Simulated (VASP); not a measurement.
# CoO in VASP: further runs, part 2 of 2

VASP 6.6.1.

### Step 3. Single point, PBEsol, collinear spin, ferromagnetic start

This run uses another cell than the first one, of 9.76 Å³/atom.

INCAR

```
PREC     = Accurate       # precision mode
ENCUT    = 520            # plane-wave cutoff, eV
EDIFF    = 1E-6           # SCF threshold, eV
ISMEAR   = -1             # smearing method
SIGMA    = 0.05           # smearing width, eV
LREAL    = F              # projectors in reciprocal space
LASPH    = T              # aspherical terms in the spheres
NELM     = 150            # most SCF steps
ALGO     = Normal         # electronic algorithm
ISIF     = 2              # what is computed and relaxed
LWAVE    = F              # write WAVECAR
LCHARG   = T              # write CHGCAR
ISPIN    = 2              # spin polarisation
MAGMOM   = 2 0            # initial moments
LORBIT   = 11             # projections on sites
LMAXMIX  = 4              # l up to which the mixer works
GGA      = PS             # functional
LELF     = T              # ELF
LVHAR    = T            
NBANDS   = 18             # bands
```

KPOINTS

```
regular mesh
0
Gamma
  10 10 10
```

POSCAR

```
CoO
1.0
    1.5113437035      0.8725746941      2.4677277194
   -1.5113437035      0.8725746941      2.4677277194
    0.0000000000     -1.7451493881      2.4677277194
Co O
1 1
Direct
    1.0000059717      1.0000059717      1.0000059717
    0.7499933783      0.7499933783      0.7499933783
```

Potentials or basis: VASP PAW PBE potentials, release 64 (Co, O).

Launch:

```sh
cat potpaw_PBE.64/Co/POTCAR potpaw_PBE.64/O/POTCAR > POTCAR
mpirun -np 1 vasp_std > vasp.out
```

Wall time 29 s (1 thread of Intel Xeon 6975P-C (Granite Rapids), shared host); peak memory 0.19 GiB.

Results (log left out):

```
Free energy                                           : -14.2565 eV
Pressure                                              : 10.1 GPa
Net moment                                            : 1.68 μB per cell
Site moments                                          : Co +1.50; O +0.15 μB
Valence electrons inside the program's atomic spheres : Co 8.39; O 5.02
```

Levels at points of the mesh, in eV from the Fermi level:
Spin up:
```tsv
k point	band 5	band 6	band 7	band 8	band 9	band 10	band 11	band 12	band 13	band 14
(0.00, 0.00, 0.00)	-2.05	-2.05	0.42	1.00	1.00	1.00	15.36	15.36	15.36	21.49
(0.50, 0.00, 0.00)	-2.14	-1.91	-1.91	-0.05	-0.05	6.36	7.70	14.78	14.78	19.01
(0.50, 0.50, 0.00)	-3.18	-1.60	-1.35	-1.34	-1.26	5.83	10.95	12.39	15.77	15.77
(0.50, 0.50, 0.50)	-2.14	-1.91	-1.91	-0.05	-0.05	6.36	7.71	14.78	14.78	19.01
```
Spin down:
| k point | band 5 | band 6 | band 7 | band 8 | band 9 | band 10 |
| --- | --- | --- | --- | --- | --- | --- |
| (0.00, 0.00, 0.00) | -0.98 | -0.98 | 0.65 | 2.48 | 2.48 | 2.48 |
| (0.50, 0.00, 0.00) | -0.73 | -0.73 | -0.46 | 1.38 | 1.38 | 6.59 |
| (0.50, 0.50, 0.00) | -1.81 | -0.49 | -0.30 | 0.38 | 0.38 | 6.52 |
| (0.50, 0.50, 0.50) | -0.73 | -0.73 | -0.46 | 1.38 | 1.38 | 6.59 |

Caveat: the cell stands under pressure; the PAW data sets were made with another functional, which shifts forces and pressure a little; a cell with one magnetic atom can't hold antiferromagnetic order, which such compounds often take; semilocal functionals often make such compounds metallic where correlation or magnetic order opens a gap, which also shifts bond lengths. With open d or f shells a metallic result of PBEsol can be an artefact of self-interaction; +U or a hybrid may open a gap.

### Step 4. Single point, PBEsol, collinear spin, ferromagnetic start

This run uses another cell than the first one, of 9.99 Å³/atom.

INCAR

```
ALGO     = Normal         # electronic algorithm
EDIFF    = 1E-6           # SCF threshold, eV
ENCUT    = 520            # plane-wave cutoff, eV
GGA      = PS             # functional
ISIF     = 2              # what is computed and relaxed
ISMEAR   = -1             # smearing method
ISPIN    = 2              # spin polarisation
LASPH    = True           # aspherical terms in the spheres
LCHARG   = False          # write CHGCAR
LMAXMIX  = 4              # l up to which the mixer works
LORBIT   = 11             # projections on sites
LREAL    = False          # projectors in reciprocal space
LWAVE    = False          # write WAVECAR
MAGMOM   = 2 0            # initial moments
NBANDS   = 18             # bands
NELM     = 150            # most SCF steps
PREC     = Accurate       # precision mode
SIGMA    = 0.05           # smearing width, eV
```

KPOINTS

```
k-points
0
Gamma
  10 10 10
```

POSCAR

```
CoO
1.0
    1.5224962028      0.8790135925      2.4870592882
   -1.5224962028      0.8790135925      2.4870592882
    0.0000000000     -1.7580271851      2.4870592882
Co O
1 1
Direct
    0.9999758467      0.9999758467      0.9999758467
    0.7500235033      0.7500235033      0.7500235033
```

Launch:

```sh
cat potpaw_PBE.64/Co/POTCAR potpaw_PBE.64/O/POTCAR > POTCAR
mpirun -np 1 vasp_std > vasp.out
```

It took 28 s on 1 thread of Intel Xeon 6975P-C (Granite Rapids), shared host; peak memory 0.19 GiB.

The run converged. Its results:

```yaml
Free_energy: -14.2778 eV
Pressure: 5.0 GPa
Net_moment: 1.71 μB per cell
Site_moments: Co +1.53; O +0.15 μB
Valence_electrons_inside_the_program's_atomic_spheres: Co 8.33; O 5.00
```

Levels at points of the mesh, in eV from the Fermi level:
Spin up:
| k point | band 5 | band 6 | band 7 | band 8 | band 9 | band 10 | band 11 | band 12 | band 13 | band 14 |
| --- | --- | --- | --- | --- | --- | --- | --- | --- | --- | --- |
| (0.00, 0.00, 0.00) | -1.99 | -1.99 | 0.41 | 0.96 | 0.96 | 0.96 | 15.21 | 15.22 | 15.22 | 21.34 |
| (0.50, 0.00, 0.00) | -2.10 | -1.86 | -1.86 | -0.05 | -0.05 | 6.29 | 7.63 | 14.64 | 14.64 | 18.79 |
| (0.50, 0.50, 0.00) | -3.08 | -1.55 | -1.32 | -1.32 | -1.22 | 5.77 | 10.86 | 12.18 | 15.57 | 15.58 |
| (0.50, 0.50, 0.50) | -2.10 | -1.86 | -1.86 | -0.05 | -0.05 | 6.29 | 7.62 | 14.65 | 14.65 | 18.79 |
Spin down:
| k point | band 4 | band 5 | band 6 | band 7 | band 8 | band 9 | band 10 | band 11 |
| --- | --- | --- | --- | --- | --- | --- | --- | --- |
| (0.00, 0.00, 0.00) | -6.25 | -0.90 | -0.90 | 0.64 | 2.46 | 2.46 | 2.46 | 15.47 |
| (0.50, 0.00, 0.00) | -5.95 | -0.66 | -0.65 | -0.38 | 1.40 | 1.41 | 6.53 | 8.06 |
| (0.50, 0.50, 0.00) | -5.57 | -1.67 | -0.42 | -0.25 | 0.44 | 0.44 | 6.45 | 11.12 |
| (0.50, 0.50, 0.50) | -5.95 | -0.65 | -0.65 | -0.38 | 1.40 | 1.40 | 6.53 | 8.06 |

Caveat: the cell stands under pressure; the PAW data sets were made with another functional, which shifts forces and pressure a little; a cell with one magnetic atom can't hold antiferromagnetic order, which such compounds often take; semilocal functionals often make such compounds metallic where correlation or magnetic order opens a gap, which also shifts bond lengths. With open d or f shells a metallic result of PBEsol can be an artefact of self-interaction; +U or a hybrid may open a gap.

### Step 5. Single point, PBEsol, collinear spin, ferromagnetic start

This run uses another cell than the first one, of 10.26 Å³/atom.

INCAR

```
SYSTEM = CoO
ALGO     = Normal         ! electronic algorithm
EDIFF    = 1E-6           ! SCF threshold, eV
ENCUT    = 520            ! plane-wave cutoff, eV
GGA      = PS             ! functional
ISIF     = 2              ! what is computed and relaxed
ISMEAR   = -1             ! smearing method
ISPIN    = 2              ! spin polarisation
LASPH    = .True.         ! aspherical terms in the spheres
LCHARG   = .False.        ! write CHGCAR
LMAXMIX  = 4              ! l up to which the mixer works
LORBIT   = 11             ! projections on sites
LREAL    = .False.        ! projectors in reciprocal space
LWAVE    = .False.        ! write WAVECAR
MAGMOM   = 2 0            ! initial moments
NBANDS   = 18             ! bands
NELM     = 150            ! most SCF steps
PREC     = Accurate       ! precision mode
SIGMA    = 0.05           ! smearing width, eV
```

KPOINTS

```
k-points
0
Gamma
  10 10 10
  0 0 0
```

POSCAR

```
CoO
1.0
    1.5365141459      0.8871068558      2.5087831634
   -1.5365141459      0.8871068558      2.5087831634
    0.0000000000     -1.7742137115      2.5087831634
Co O
1 1
Direct
    1.0000090824      1.0000090824      1.0000090824
    0.7499902676      0.7499902676      0.7499902676
```

Launch:

```sh
cat potpaw_PBE.64/Co/POTCAR potpaw_PBE.64/O/POTCAR > POTCAR
mpirun -np 1 vasp_std > vasp.out
```

Run time: 27 s. Hardware: 1 thread of Intel Xeon 6975P-C (Granite Rapids), shared host; peak memory 0.19 GiB.

It converged, with:

```
Free energy                                           : -14.2864 eV
Pressure                                              : -0.2 GPa
Net moment                                            : 1.78 μB per cell
Site moments                                          : Co +1.59; O +0.16 μB
Valence electrons inside the program's atomic spheres : Co 8.26; O 4.99
```

Levels at points of the mesh, in eV from the Fermi level:
Spin up:
| k point | band 6 | band 7 | band 8 | band 9 | band 10 | band 11 | band 12 | band 13 |
| --- | --- | --- | --- | --- | --- | --- | --- | --- |
| (0.00, 0.00, 0.00) | -1.93 | 0.39 | 0.91 | 0.91 | 0.91 | 15.04 | 15.04 | 15.04 |
| (0.50, 0.00, 0.00) | -1.81 | -1.81 | -0.07 | -0.07 | 6.20 | 7.53 | 14.47 | 14.47 |
| (0.50, 0.50, 0.00) | -1.51 | -1.31 | -1.31 | -1.19 | 5.70 | 10.74 | 11.94 | 15.33 |
| (0.50, 0.50, 0.50) | -1.81 | -1.81 | -0.07 | -0.07 | 6.20 | 7.53 | 14.47 | 14.47 |
Spin down:
```
           k point  band 3  band 4  band 5  band 6  band 7  band 8  band 9  band 10  band 11  band 12
(0.00, 0.00, 0.00)   -6.01   -6.01   -0.80   -0.80    0.64    2.46    2.46     2.46    15.31    15.31
(0.50, 0.00, 0.00)   -5.72   -5.72   -0.56   -0.56   -0.28    1.44    1.44     6.46     7.98    14.86
(0.50, 0.50, 0.00)   -5.37   -5.37   -1.51   -0.34   -0.18    0.52    0.52     6.39    11.02    12.48
(0.50, 0.50, 0.50)   -5.72   -5.72   -0.56   -0.56   -0.28    1.44    1.44     6.46     7.98    14.86
```

Caveat: the PAW data sets were made with another functional, which shifts forces and pressure a little; a cell with one magnetic atom can't hold antiferromagnetic order, which such compounds often take; semilocal functionals often make such compounds metallic where correlation or magnetic order opens a gap, which also shifts bond lengths.

### Step 6. The runs side by side

```csv
cell,gap on the mesh (eV),pressure (GPa),moment (μB)
"a = 2.984 Å, angles 60.0°, 2 atoms",none,20.2,1.64
"a = 3.022 Å, angles 60.0°, 2 atoms",none,10.1,1.68
"a = 3.046 Å, angles 60.0°, 2 atoms",none,5.0,1.71
"a = 3.073 Å, angles 60.0°, 2 atoms",none,-0.2,1.78
```

Alike in all rows: task single point; level PBEsol; potentials or basis VASP PAW PBE potentials, release 64 (Co, O); spin collinear, ferromagnetic start; k mesh 10 × 10 × 10; cutoff (eV) 520; smearing fermi-dirac 0.05 eV.

Caveats: the PAW data sets were made with another functional, which shifts forces and pressure a little; a cell with one magnetic atom can't hold antiferromagnetic order, which such compounds often take; semilocal functionals often make such compounds metallic where correlation or magnetic order opens a gap, which also shifts bond lengths; the cell stands under pressure (at least some runs).

Absolute energies hang on the potentials; compare differences alone.
